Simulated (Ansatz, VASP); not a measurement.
**One calculation of H2C, two programs**

File INCAR:

```
SYSTEM = H2C
ALGO = Normal
EDIFF = 1E-6
ENCUT = 520
GGA = RP
GGA_COMPAT = .FALSE.
ISIF = 2
ISMEAR = 0
LASPH = .TRUE.
LCHARG = .FALSE.
LREAL = .FALSE.
LWAVE = .FALSE.
NBANDS = 15
NELM = 120
NELMDL = -8
PREC = Accurate
SIGMA = 0.01
```

Contents of KPOINTS:

```
k-points
0
G
  1 1 1
  0 0 0
```

File POSCAR:

```
H2C
1.0
   12.0000000000      0.0000000000      0.0000000000
    0.0000000000     12.5000000000      0.0000000000
    0.0000000000      0.0000000000     13.0000000000
C H
2 4
Direct
    0.5000000000      0.5000000000      0.5512393249
    0.5000000000      0.5000000000      0.4487606751
    0.5000000000      0.5742480162      0.5953335202
    0.5000000000      0.4257519838      0.5953335202
    0.5000000000      0.5742480162      0.4046664798
    0.5000000000      0.4257519838      0.4046664798
```

Input for Ansatz:

```yaml
crystal:
  lattice:
    - [12.0, 0.0, 0.0]
    - [0.0, 12.5, 0.0]
    - [0.0, 0.0, 13.0]
  atoms:
    - { symbol: C, position: [0.5, 0.5, 0.5512393249] }
    - { symbol: C, position: [0.5, 0.5, 0.4487606751] }
    - { symbol: H, position: [0.5, 0.5742480162, 0.5953335202] }
    - { symbol: H, position: [0.5, 0.4257519838, 0.5953335202] }
    - { symbol: H, position: [0.5, 0.5742480162, 0.4046664798] }
    - { symbol: H, position: [0.5, 0.4257519838, 0.4046664798] }
scf:
  occupations: { method: fixed }
output:
  forces: true
hamiltonian:
  xc: rpbe
kpoints:
  mp_grid: { grid: [1, 1, 1] }
```

Alike in both runs: task single point; functional RPBE; k mesh 1 × 1 × 1; no spin polarisation.

```csv
,VASP,Ansatz
version,VASP 6.6.1,Ansatz 0.2.0
potentials or method,"VASP PAW PBE potentials, release 64 (C, H)","scalar-relativistic, plane waves, PAW"
plane-wave cutoff (eV),520,420
occupations,"gaussian, width 0.01 eV",fixed
valence electrons in the cell,12,12
```

|  | VASP | Ansatz | Ansatz less VASP |
| --- | --- | --- | --- |
| rms of the force components (eV/Å) | 0.100 | 0.085 | -0.0144 |

VASP's potentials were made for PBE, not for RPBE. Atom by atom the forces differ by 0.015 eV/Å (rms over components).
